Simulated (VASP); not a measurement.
**PtS2: single point with PBE+D3(BJ)**

The system is PtS2, a slab with vacuum.

```
S Pt
1.0
     3.54153    0.00000    0.00000
    -1.77076    3.06705    0.00000
     0.00000    0.00000   22.46706
S Pt
4 2
Direct
  0.66667 0.33333 0.20029
  0.33333 0.66667 0.31083
  0.50000 0.66667 0.44169
  0.16667 0.00000 0.55223
  0.00000 0.00000 0.25556
  0.83333 0.33333 0.49696
```

This cell differs from its parent crystal: layers slid over each other.

```
Program             : VASP 6.6.1
Task                : single point
Functional          : PBE
Dispersion          : D3(BJ)
Potentials or basis : VASP PAW PBE potentials, release 64 (S, Pt)
Cutoff              : 520 eV
k mesh              : 9 × 9 × 1
Occupations         : gaussian, width 0.05 eV
Spin                : no spin polarisation
```

* Largest force: 0.454 eV/Å
* Band gap on the k mesh: 0.90 eV (least direct gap 1.07 eV)
* Dispersion energy per atom: -0.331 eV

Forces in eV/Å, atoms in the order of the input:
```
S   -0.072  0.008  0.030
S   -0.189  0.019 -0.412
S    0.189 -0.019  0.412
S    0.072 -0.008 -0.030
Pt   0.085 -0.019 -0.004
Pt  -0.085  0.019  0.004
```

Levels at points of the mesh, in eV from the valence-band top:
| k point | band 20 | band 21 | band 22 | band 23 | band 24 | band 25 |
| --- | --- | --- | --- | --- | --- | --- |
| (0.00, 0.00, 0.00) | -0.93 | -0.91 | -0.41 | 2.40 | 2.44 | 2.56 |

Run time: 16 min on 1 thread of Intel Xeon 8259CL, with other jobs on the host, peak memory 0.51 GiB.

Caveat: the cell differs from its parent crystal (layers slid over each other); spin-orbit coupling is left out, which moves the levels of the heavy elements.
